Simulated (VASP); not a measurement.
## TiB2: single point with PBE

TiB2:

```
Ti B
1.0
     2.92067    0.00000    0.00000
    -1.46033    2.52937    0.00000
     0.00000    0.00000    3.05736
Ti B
1 2
Direct
  0.00000 0.00000 0.00000
  0.33333 0.66667 0.50000
  0.66667 0.33333 0.50000
```

```
Program                : VASP 6.6.1
Task                   : single point
Functional             : PBE
Potentials or basis    : VASP PAW PBE potentials, release 64 (Ti_sv, B)
Cutoff                 : 500 eV
k mesh                 : 18 × 18 × 14
Occupations            : gaussian, width 0.1 eV
Spin                   : no spin polarisation
Dipole correction      : no
Further INCAR settings : ALGO = Normal; EDIFF = 1e-06; NBANDS = 16
```

```json
{
  "Pressure": "41.3 GPa",
  "Band gap on the k mesh": "zero (band 9 reaches 11.85 eV, above the bottom of band 10 at 11.13 eV)"
}
```

Stress tensor (GPa, compression positive):
```
41.33  0.00  0.00
 0.00 41.33  0.00
 0.00  0.00 41.24
```

Levels at points of the mesh, in eV from the Fermi level:
| k point | band 5 | band 6 | band 7 | band 8 | band 9 | band 10 | band 11 | band 12 | band 13 | band 14 |
| --- | --- | --- | --- | --- | --- | --- | --- | --- | --- | --- |
| (0.00, 0.00, 0.00) | -14.21 | -3.06 | -3.06 | -2.44 | -2.17 | 2.25 | 2.25 | 4.38 | 4.38 | 6.18 |
| (0.50, 0.00, 0.00) | -10.04 | -9.49 | -3.54 | -3.52 | -2.67 | 1.60 | 3.17 | 3.78 | 3.81 | 8.35 |
| (0.00, 0.00, 0.50) | -11.80 | -8.16 | -0.67 | -0.67 | -0.37 | -0.37 | 0.47 | 0.47 | 2.19 | 6.82 |
| (0.50, 0.00, 0.50) | -10.38 | -7.79 | -5.25 | -4.33 | -3.20 | 3.09 | 3.42 | 5.46 | 5.53 | 6.12 |

It took 43 s on 1 thread of Intel(R) Xeon(R) 6975P-C (Granite Rapids), on a shared host, peak memory 0.21 GiB.
